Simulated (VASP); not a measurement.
A run of VASP 6.6.1:

The input INCAR:

```
SYSTEM = ReOs3C
  ALGO = Normal
  EDIFF = 1E-6
  EDIFFG = -0.01
  ENCUT = 600
  GGA = PE
  IBRION = 2
  ISIF = 3
  ISMEAR = 0
  LASPH = .True.
  LCHARG = .False.
  LREAL = .False.
  LWAVE = .False.
  NELM = 100
  NSW = 100
  PREC = Accurate
  SIGMA = 0.1
```

File KPOINTS:

```
k-points
0
Gamma
  10 10 10
  0 0 0
```

Contents of POSCAR:

```
ReOs3C
1.0
    4.0360264859      0.0000000000      0.0000000000
    0.0000000000      4.0360264859      0.0000000000
    0.0000000000      0.0000000000      4.0360264859
Re Os C
1 3 1
Direct
    0.0000000000      0.0000000000      0.0000000000
    0.0000000000      0.5000000000      0.5000000000
    0.5000000000      0.0000000000      0.5000000000
    0.5000000000      0.5000000000      0.0000000000
    0.5000000000      0.5000000000      0.5000000000
```

Potentials or basis: VASP PAW PBE potentials, release 64 (Re, Os, C).

The run is started by

```bash
$ cat potpaw_PBE.64/Re/POTCAR potpaw_PBE.64/Os/POTCAR potpaw_PBE.64/C/POTCAR > POTCAR
$ mpirun -np 1 vasp_std > vasp.out
```

Hardware: 1 thread of Intel(R) Xeon(R) 6975P-C (Granite Rapids) (shared host).

Question: Estimate the wall time of this run.

Answer: Wall time 71 s on 1 thread of Intel(R) Xeon(R) 6975P-C (Granite Rapids), on a shared host, peak memory 0.26 GiB. Counts: scf iterations 31, k points 56, ion steps 3.
